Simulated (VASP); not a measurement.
Here is a VASP 6.6.1 calculation.

Contents of INCAR:

```
  PREC = Accurate
  ENCUT = 520
  EDIFF = 1E-6
  ISMEAR = 0
  SIGMA = 0.05
  LREAL = False
  LASPH = True
  NELM = 100
  ALGO = Normal
  ISIF = 2
  LWAVE = False
  LCHARG = False
  GGA = PS
  NBANDS = 11
```

File KPOINTS:

```
Automatic mesh
0
Gamma
  12 12 12
```

Contents of POSCAR:

```
C
1.0
    0.0000000000      1.7834000000      1.7120640000
    1.7834000000      0.0000000000      1.7120640000
    1.7834000000      1.7834000000      0.0000000000
C
2
Direct
    0.5000000000      0.5000000000      0.5000000000
    0.7500000000      0.7500000000      0.7500000000
```

Potentials or basis: VASP PAW PBE potentials, release 64 (C).

Run with:

```sh
$ cat potpaw_PBE.64/C/POTCAR > POTCAR
$ mpirun -np 1 vasp_std > vasp.out
```

Task: What does it give for the pressure?

Result: 15.5 GPa.

Task: Estimate the band gap on the k mesh.

Result: 3.09 eV, indirect (least direct gap 4.93 eV).

Stress tensor (GPa, compression positive):
```
 2.98  0.00  0.00
 0.00  2.98  0.00
 0.00  0.00 40.43
```

Caveat: the cell differs from its parent crystal (strain +0.000 along x and y, -0.040 along z); the PAW data sets were made with another functional, which shifts forces and pressure a little. A k mesh can miss the band edges.
